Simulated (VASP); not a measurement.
Crystal: TeAs2.

```
CELL_PARAMETERS angstrom
-3.55645 3.55645 2.94052
3.55645 -3.55645 2.94052
3.55645 3.55645 -2.94052
ATOMIC_POSITIONS crystal
Te 0.75000 0.25000 0.50000
Te 0.00000 0.00000 0.00000
As 0.37500 0.62500 0.25000
As 0.37500 0.12500 0.75000
As 0.37500 0.62500 0.75000
As 0.87500 0.62500 0.25000
```

Base run:

* Program: VASP 6.6.1
* Functional: PBEsol
* Potentials or basis: VASP PAW PBE potentials, release 64 (Te, As)
* Cutoff: 520 eV
* k mesh: 8 × 8 × 8
* Occupations: gaussian, width 0.1 eV
* Spin: no spin polarisation

Its results: band gap on the k mesh zero (bands 16 and 17 overlap by 0.55 eV); pressure -3.7 GPa.

After a change of settings the same cell gave: band gap on the k mesh zero (bands 16 and 17 overlap by 0.53 eV); pressure -4.9 GPa. Which change was it?
A. functional from PBEsol to PBE; further incar settings from ALGO = Normal; EDIFF = 1e-07; NBANDS = 25 to ALGO = Normal; EDIFF = 1e-06; NBANDS = 25
B. functional from PBEsol to r2SCAN; further incar settings from ALGO = Normal; EDIFF = 1e-07; NBANDS = 25 to ALGO = Normal; EDIFF = 1e-06; NBANDS = 25
C. functional from PBEsol to LDA; potentials or basis from VASP PAW PBE potentials, release 64 (Te, As) to VASP PAW LDA potentials, release 64 (Te, As)

C.

Caveats: the cell stands under tension; spin-orbit coupling is left out, which moves the levels of the heavy elements; the PAW data sets were made with another functional, which shifts forces and pressure a little (at least some runs).
